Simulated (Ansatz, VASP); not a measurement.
**Hg: VASP beside Ansatz**

The input INCAR:

```
SYSTEM = Hg
PREC = Accurate
ENCUT = 520
EDIFF = 1E-6
ISMEAR = -1
SIGMA = 0.05
LREAL = .FALSE.
LASPH = .TRUE.
NELM = 100
ALGO = Fast
ISIF = 2
LWAVE = .FALSE.
LCHARG = .TRUE.
GGA = PE
LELF = .TRUE.
LVHAR = .TRUE.
NBANDS = 25
```

File KPOINTS:

```
Automatic mesh
0
G
  7 7 7
  0 0 0
```

File POSCAR:

```
Hg
1.0
    4.4786411270      0.0000000000      0.0000000000
   -2.2393205635      3.8786169904      0.0000000000
    0.0000000000      0.0000000000      3.8176962911
Hg
3
Direct
    0.6666666667      0.3333333333      0.5000000000
    0.0000000000      0.0000000000      0.0000000000
    0.3333333333      0.6666666667      0.5000000000
```

input.yaml

```yaml
crystal:
  lattice:
    - [4.478641127, 0.0, 0.0]
    - [-2.2393205635, 3.8786169904, 0.0]
    - [0.0, 0.0, 3.8176962911]
  atoms:
    - { symbol: Hg, position: [0.6666666667, 0.3333333333, 0.5] }
    - { symbol: Hg, position: [0.0, 0.0, 0.0] }
    - { symbol: Hg, position: [0.3333333333, 0.6666666667, 0.5] }
hamiltonian:
  xc: pbe
  pseudopotentials: { kind: paw }
kpoints:
  mp_grid: { grid: [7, 7, 7] }
scf:
  occupations: { method: fermi_dirac, width: 0.05 }
output:
  forces: true
  stress: true
  eigenvalues: true
```

Alike in both runs: task single point; functional PBE; k mesh 7 × 7 × 7; occupations fermi-dirac, width 0.05 eV; no spin polarisation.

|  | VASP | Ansatz |
| --- | --- | --- |
| version | VASP 6.6.1 | Ansatz 0.2.0 |
| potentials or method | VASP PAW PBE potentials, release 64 (Hg) | Ansatz PAW |
| plane-wave cutoff (eV) | 520 | 420 |
| valence electrons in the cell | 36 | 60 |

```csv
,VASP,Ansatz,Ansatz less VASP
gap on the k mesh at the Fermi level (eV),none,none,-
pressure (GPa),17.8,16.8,-0.97
"traceless stress, the component that is largest in VASP (GPa)",-11.84,-11.15,+0.693
```

A gap of «none» marks a metal or a gap that the smearing closes. The functional is the same, so the differences come from potentials, cutoffs and numerics. VASP's potentials hold 36 valence electrons a cell and Ansatz's 60, so a difference there can come from the potentials and not from the codes.

Spin-orbit coupling is off throughout.
